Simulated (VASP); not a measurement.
Set up this calculation in VASP 6.6.1, as the native input.

* Task: single point
* Functional: LDA
* Potentials or basis: VASP PAW LDA potentials, release 64 (Cu)
* Cutoff: 520 eV
* k mesh: 12 × 12 × 11
* Occupations: gaussian, width 0.3 eV
* Spin: no spin polarisation
* Dipole correction: no
* Further INCAR settings: ALGO = Normal; EDIFF = 1e-06; NBANDS = 18

The structure of Cu lies in POSCAR:

```
Cu
1.0
    1.2184640000     -3.9763780000      0.0000000000
    1.2184640000      3.9763780000      0.0000000000
    0.0000000000      0.0000000000      2.4754960000
Cu
2
Direct
    0.1338670000      0.8661330000      0.2500000000
    0.8661330000      0.1338670000      0.7500000000
```

One way to write it, as run:

INCAR

```
SYSTEM = Cu
PREC = Accurate
ENCUT = 520
EDIFF = 1E-6
ISMEAR = 0
SIGMA = 0.3
LREAL = .FALSE.
LASPH = .TRUE.
NELM = 80
ALGO = Normal
ISIF = 2
LWAVE = .FALSE.
LCHARG = .TRUE.
LELF = .TRUE.
LVHAR = .TRUE.
NBANDS = 18
```

KPOINTS

```
Automatic mesh
0
G
  12 12 11
  0 0 0
```

Potentials or basis: VASP PAW LDA potentials, release 64 (Cu).

Run with:

```sh
$ cat potpaw_LDA.64/Cu/POTCAR > POTCAR
$ mpirun -np 1 vasp_std > vasp.out
```

Results of the run:

- Pressure: -6.5 GPa
- Largest force: 0.040 eV/Å
- Band gap on the k mesh: zero (bands 11 and 12 overlap by 5.12 eV)

Caveat: the cell stands under tension; so wide a smearing shifts energies and pressures.

It took 80 s on 1 thread of Intel(R) Xeon(R) Platinum 8259CL CPU @ 2.50GHz (Skylake/Cascade Lake) (shared host), peak memory 0.2 GiB.
